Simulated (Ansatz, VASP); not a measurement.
**Cs3Ge2S3 in VASP and in Ansatz**

```
Cs Ge S
1.0
     3.25681    1.88032    7.53862
    -3.25681    1.88032    7.53862
     0.00000   -3.76064    7.53862
Cs Ge S
3 2 3
Direct
  0.50000 0.50000 0.50000
  0.08070 0.08070 0.08070
  0.91930 0.91930 0.91930
  0.24230 0.24230 0.24230
  0.75770 0.75770 0.75770
  0.50000 0.50000 0.00000
  0.00000 0.50000 0.50000
  0.50000 0.00000 0.50000
```

Change from the starting cell: species swapped into the K3Sb2Au3 type (R-3m, No. 166).

Alike in both runs: task single point; functional PBE; k mesh 3 × 3 × 3; occupations gaussian, width 0.1 eV; no spin polarisation.

```csv
,VASP,Ansatz
version,VASP 6.6.1,Ansatz 0.2.0
potentials or method,"VASP PAW PBE potentials, release 64 (Cs_sv, Ge_d, S), cutoff 520 eV","scalar-relativistic, plane waves, PAW"
valence electrons in the cell,73,73
```

|  | VASP | Ansatz | Ansatz less VASP |
| --- | --- | --- | --- |
| gap on the k mesh at the Fermi level (eV) | none | none | - |
| pressure (GPa) | -2.4 | -2.4 | -0.02 |
| traceless stress, the component that is largest in VASP (GPa) | -3.29 | -3.28 | +0.011 |
| rms of the force components (eV/Å) | 0.528 | 0.528 | 0.0000 |

Atom by atom the forces differ by 0.002 eV/Å (rms over components). A gap of «none» marks a metal or a gap that the smearing closes.

The k mesh is coarse, so the values compare programs but aren't converged. Neither program's run includes spin-orbit coupling.
